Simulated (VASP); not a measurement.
Set up this calculation in VASP 6.6.1, as the native input.

```yaml
Task: electric field gradients
Functional: PBE
Potentials_or_basis: VASP PAW PBE potentials, release 64 (P)
Cutoff: 520 eV
k_mesh: 8 × 8 × 8
Occupations: fermi-dirac, width 0.03 eV
Spin: no spin polarisation
Dipole_correction: no
Further_INCAR_settings: ALGO = Normal; EDIFF = 1e-08; NBANDS = 8
```

The structure of P lies in POSCAR:

```
P
1.0
    4.3152135976      0.0000000000      0.0000000000
    0.0000000000      4.3152135976      0.0000000000
    0.0000000000      0.0000000000      4.4213493539
P
1
Direct
    0.0000000000      0.0000000000      0.0000000000
```

One way to write it, as run:

INCAR

```
PREC = Accurate
ENCUT = 520
EDIFF = 1E-8
ISMEAR = -1
SIGMA = 0.03
LREAL = False
LASPH = True
NELM = 60
ALGO = Normal
ISIF = 2
LWAVE = False
LCHARG = False
GGA = PE
LEFG = True
NBANDS = 8
```

KPOINTS

```
Automatic mesh
0
Gamma
  8 8 8
```

Potentials or basis: VASP PAW PBE potentials, release 64 (P).

Run with:

```sh
$ cat potpaw_PBE.64/P/POTCAR > POTCAR
$ mpirun -np 1 vasp_std > vasp.out
```

Results of the run:

The pressure is -3.4 GPa, the band gap on the k mesh is zero (an odd number of electrons rules out a gap without spin polarisation) and the largest electric field gradient by atom is P -0.6 V/Å².

Caveat: the cell stands under tension; without QUAD_EFG the Cq values of the log hold for a quadrupole moment of 1 mb, not for the nuclei.

It took 36 s on 1 thread of Intel Xeon 8259CL (shared host), peak memory 0.19 GiB.
